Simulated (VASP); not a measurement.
A run of VASP 6.6.1 is set up as follows.

File INCAR:

```
SYSTEM = Be3Se2O
ALGO     = Normal         ! electronic algorithm
EDIFF    = 1E-6           ! SCF threshold, eV
ENCUT    = 520            ! plane-wave cutoff, eV
GGA      = PE             ! functional
ISIF     = 2              ! what is computed and relaxed
ISMEAR   = 0              ! smearing method
LASPH    = .True.         ! aspherical terms in the spheres
LCHARG   = .True.         ! write CHGCAR
LELF     = .True.         ! ELF
LREAL    = .False.        ! projectors in reciprocal space
LVHAR    = .True.       
LWAVE    = .False.        ! write WAVECAR
NBANDS   = 21             ! bands
NELM     = 100            ! most SCF steps
PREC     = Accurate       ! precision mode
SIGMA    = 0.1            ! smearing width, eV
```

Contents of KPOINTS:

```
k-points
0
Gamma
  6 6 4
  0 0 0
```

POSCAR

```
Be3Se2O
1.0
    4.5296885100      0.0000000000      0.0000000000
   -2.2648442500      3.9228253200      0.0000000000
    0.0000000000      0.0000000000      5.2514369900
Be Se O
3 2 1
Direct
    0.5000000000      0.0000000000      0.7561486800
    0.0000000000      0.5000000000      0.7561486800
    0.5000000000      0.5000000000      0.7561486800
    0.3333333300      0.6666666700      0.2423220100
    0.6666666700      0.3333333300      0.2423220100
    0.0000000000      0.0000000000      0.7155707100
```

Potentials or basis: VASP PAW PBE potentials, release 64 (Be, Se, O).

The run is started by

```console
$ cat potpaw_PBE.64/Be/POTCAR potpaw_PBE.64/Se/POTCAR potpaw_PBE.64/O/POTCAR > POTCAR
$ mpirun -np 1 vasp_std > vasp.out
```

Question: What does it give for the pressure?

Answer: -6.6 GPa.

Question: Estimate the band gap on the k mesh.

Answer: Zero (bands 12 and 13 overlap by 1.68 eV).

Question: Predict the largest force.

Answer: 0.678 eV/Å.

Stress tensor (GPa, compression positive):
```
-8.43  0.00  0.00
 0.00 -8.43  0.00
 0.00  0.00 -2.87
```

Caveat: the cell stands under tension.
